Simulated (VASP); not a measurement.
# Si (Fd-3m) in VASP: further runs

The runs below take Si through single point, with PBE.

Everything below comes from runs of VASP 6.6.1. Logs are shortened: lines on timing, memory, paths and dates and some standing lists are left out, and cuts for length are marked.

## Step 1: The cell of the first run

It takes space group Fd-3m (No. 227, cubic). The conventional cell has a = 5.444 Å, b = 5.444 Å, c = 5.444 Å, α = 90.00°, β = 90.00°, γ = 90.00°. Si (site symmetry -43m) has 4 Si at 2.36 Å within 3.1 Å.

## Step 2: Single point, PBE

INCAR

```
SYSTEM = Si
  PREC = Accurate
  ENCUT = 520
  EDIFF = 1E-6
  ISMEAR = -1
  SIGMA = 0.06
  LREAL = .FALSE.
  LASPH = .TRUE.
  NELM = 80
  ALGO = Normal
  ISIF = 2
  LWAVE = .FALSE.
  LCHARG = .FALSE.
  GGA = PE
  NBANDS = 11
```

KPOINTS

```
Automatic mesh
0
G
  6 6 6
  0 0 0
```

POSCAR

```
Si
1.0
    0.0000000000      2.7218511865      2.7218511865
    2.7218511865      0.0000000000      2.7218511865
    2.7218511865      2.7218511865      0.0000000000
Si
2
Direct
    0.5000000000      0.5000000000      0.5000000000
    0.7500000000      0.7500000000      0.7500000000
```

Potentials or basis: VASP PAW PBE potentials, release 64 (Si).

Run with:

```
$ cat potpaw_PBE.64/Si/POTCAR > POTCAR
$ mpirun -np 1 vasp_std > vasp.out
```

OUTCAR:

```text
SYSTEM = Si
   PREC = Accurate
   ENCUT = 520
   EDIFF = 1E-6
   ISMEAR = -1
   LREAL = .FALSE.
   LASPH = .TRUE.
   NELM = 80
   ISIF = 2
   GGA = PE

 ion  position               nearest neighbor table
   1  0.500  0.500  0.500-   2 2.36   2 2.36   2 2.36   2 2.36
   2  0.750  0.750  0.750-   1 2.36   1 2.36   1 2.36   1 2.36

  LATTYP: Found a face centered cubic cell.
 ALAT       =     5.4437023730

  Lattice vectors:

 A1 = (   0.0000000000,   2.7218511865,   2.7218511865)
 A2 = (   2.7218511865,   0.0000000000,   2.7218511865)
 A3 = (   2.7218511865,   2.7218511865,   0.0000000000)

Analysis of symmetry for initial positions (statically):
=====================================================================
 Subroutine PRICEL returns:
 Original cell was already a primitive cell.

 Routine SETGRP: Setting up the symmetry group for a
 face centered cubic supercell.

 Subroutine GETGRP returns: Found 48 space group operations
 (whereof 24 operations were pure point group operations)
 out of a pool of 48 trial point group operations.

The static configuration has the point symmetry T_d .
 The point group associated with its full space group is O_h .

Analysis of symmetry for dynamics (positions and initial velocities):
=====================================================================
 Subroutine PRICEL returns:
 Original cell was already a primitive cell.

 Routine SETGRP: Setting up the symmetry group for a
 face centered cubic supercell.

 Subroutine GETGRP returns: Found 48 space group operations
 (whereof 24 operations were pure point group operations)
 out of a pool of 48 trial point group operations.

The dynamic configuration has the point symmetry T_d .
 The point group associated with its full space group is O_h .

 Subroutine INISYM returns: Found 48 space group operations
 (whereof 24 operations are pure point group operations),
 and found     1 'primitive' translations

----------------------------------------------------------------------------------------

                                     Primitive cell

  volume of cell :      40.3295

  direct lattice vectors                    reciprocal lattice vectors
     0.000000000  2.721851186  2.721851186    -0.183698507  0.183698507  0.183698507
     2.721851186  0.000000000  2.721851186     0.183698507 -0.183698507  0.183698507
     2.721851186  2.721851186  0.000000000     0.183698507  0.183698507 -0.183698507

  length of vectors
[... 79 lines left out ...]
   ISIF   =      2    stress and relaxation
   ISYM   =      2    0-nonsym 1-usesym 2-fastsym
   POTIM  = 0.5000    time-step for ionic-motion
   TEBEG  =    0.0;   TEEND  =   0.0 temperature during run
   PSTRESS=    0.0 pullay stress
   NELECT =       8.0000    total number of electrons
   NUPDOWN=      -1.0000    fix difference up-down
   EMIN   =  10.00;   EMAX   =-10.00  energy-range for DOS
   EFERMI =   0.00;   METHOD = LEGACY
   ISMEAR =    -1;   SIGMA  =   0.06  broadening in eV -4-tet -1-fermi 0-gaus
   EFERMI_NEDOS =   21; number of points for ismear=-14 and -15
   IALGO  =     38    algorithm
   IMIX   =      4    mixing-type and parameters
     AMIX     =   0.40;   BMIX     =  1.00
     AMIX_MAG =   1.60;   BMIX_MAG =  1.00
  volume/ion in A,a.u.               =      20.16       136.08
  Fermi-wavevector in a.u.,A,eV,Ry     =   0.954766  1.804247 12.402783  0.911579
  Thomas-Fermi vector in A             =   2.083543
   LORBIT       =      0    0 simple, 1 ext, 2 COOP (PROOUT), +10 PAW based schemes
   GGA     = PE    functional components
   LHFCALC =     F    Hartree Fock is set to
   AEXX    =    0.0000 exact exchange contribution
   IVDW    =     0    specifies the selected vdW correction
   LEPSILON=     F    determine dielectric tensor
   LRPA    =     F    only Hartree local field effects (RPA)
 non-spin polarized calculation
  energy-cutoff  :      520.00
  volume of cell :       40.33
 maximum number of plane-waves:      1106
 NGX is ok and might be reduce to    30
   NGX = 15   NGY = 15   NGZ = 15

 number of electron       8.0000001 magnetization

 Free energy of the ion-electron system (eV)
  ---------------------------------------------------
  ext. energy  EPLUGINS =         0.00000000
  ---------------------------------------------------
  free energy    TOTEN  =       -10.82394836 eV

  energy without entropy =      -10.82383874  energy(sigma->0) =      -10.82389355

 E-fermi :   6.0837     XC(G=0):  -9.3765

 val. band max:        5.7613107974   @ k =   0.0000   0.0000   0.0000
 cond. band min:       6.4830508135   @ k =   0.5000   0.5000   0.0000
 fundamental gap:      0.7217400161
 Fermi energy:         6.0837260953

 k-point     1 :       0.0000    0.0000    0.0000
  band No.  band energies     occupation
      1      -6.1484      2.00000
      2       5.7613      1.99077
      3       5.7613      1.99077
      4       5.7613      1.99077
      5       8.3209      0.00000
      6       8.3209      0.00000
      7       8.3209      0.00000
      8       9.0530      0.00000
      9      13.4738      0.00000
     10      13.4738      0.00000
     11      13.6919      0.00000
[... 197 lines left out ...]
 k-point    16 :      -0.3333    0.5000    0.1667
  band No.  band energies     occupation
      1      -1.9119      2.00000
      2      -1.9119      2.00000
      3       2.1459      2.00000
      4       2.1459      2.00000
      5       8.5091      0.00000
      6       8.5091      0.00000
      7      12.4982      0.00000
      8      12.4982      0.00000
      9      16.2925      0.00000
     10      16.2925      0.00000
     11      18.6618      0.00000

------------------------ aborting loop because EDIFF is reached ----------------------------------------

  FORCE on cell =-STRESS in cart. coord.  units (eV):
  Direction    XX          YY          ZZ          XY          YZ          ZX
  --------------------------------------------------------------------------------------
  -------------------------------------------------------------------------------------
  Total        0.3342400      0.3342400      0.3342400      0.0000000      0.0000000      0.0000000
  in kB       13.2784025     13.2784025     13.2784025      0.0000000      0.0000000      0.0000000
  external PRESSURE =      13.2784025 kB  Pullay stress =       0.0000000 kB

 VOLUME and BASIS-vectors are now :
 -----------------------------------------------------------------------------
  energy-cutoff  :      520.00
  volume of cell :       40.33
      direct lattice vectors                 reciprocal lattice vectors
     0.000000000  2.721851186  2.721851186    -0.183698507  0.183698507  0.183698507
     2.721851186  0.000000000  2.721851186     0.183698507 -0.183698507  0.183698507
     2.721851186  2.721851186  0.000000000     0.183698507  0.183698507 -0.183698507

 POSITION                                       TOTAL-FORCE (eV/Angst)
 -----------------------------------------------------------------------------------
      2.72185      2.72185      2.72185         0.000000      0.000000      0.000000
      4.08278      4.08278      4.08278        -0.000000     -0.000000     -0.000000
 -----------------------------------------------------------------------------------
    total drift:                                0.000000     -0.000000     -0.000000

  FREE ENERGIE OF THE ION-ELECTRON SYSTEM (eV)
  ---------------------------------------------------
  free  energy   TOTEN  =       -10.8239483635 eV

  energy  without entropy=      -10.8238387433  energy(sigma->0) =      -10.82389355
```

OSZICAR:

```text
N       E                     dE             d eps       ncg     rms          rms(c)
DAV:   1     0.744066960348E+01    0.74407E+01   -0.33545E+03   352   0.586E+02
DAV:   2    -0.103827395417E+02   -0.17823E+02   -0.16929E+02   470   0.836E+01
DAV:   3    -0.109990066136E+02   -0.61627E+00   -0.61466E+00   437   0.137E+01
DAV:   4    -0.110037966033E+02   -0.47900E-02   -0.47890E-02   430   0.156E+00
DAV:   5    -0.110038411561E+02   -0.44553E-04   -0.44552E-04   437   0.135E-01    0.485E+00
DAV:   6    -0.108794483510E+02    0.12439E+00   -0.70139E-02   400   0.109E+00    0.296E+00
DAV:   7    -0.108223608693E+02    0.57087E-01   -0.13600E-01   406   0.164E+00    0.180E-01
DAV:   8    -0.108237034819E+02   -0.13426E-02   -0.60142E-03   394   0.418E-01    0.812E-02
DAV:   9    -0.108239216084E+02   -0.21813E-03   -0.20769E-04   464   0.879E-02    0.593E-02
DAV:  10    -0.108239476635E+02   -0.26055E-04   -0.22547E-05   399   0.274E-02    0.542E-03
DAV:  11    -0.108239483635E+02   -0.70004E-06   -0.21311E-06   445   0.762E-03
   1 F= -.10823948E+02 E0= -.10823894E+02  d E =-.109620E-03
```

Run time: 11 s. Hardware: 1 thread of Intel Xeon Platinum 8375C at 2.90GHz (Ice Lake), shared host; peak memory 0.15 GiB.

What came out:

```
Free energy            : -10.8239 eV
Pressure               : 1.3 GPa
Band gap on the k mesh : 0.72 eV, indirect (least direct gap 2.56 eV)
```

(Part 1 of 2 ends here.)
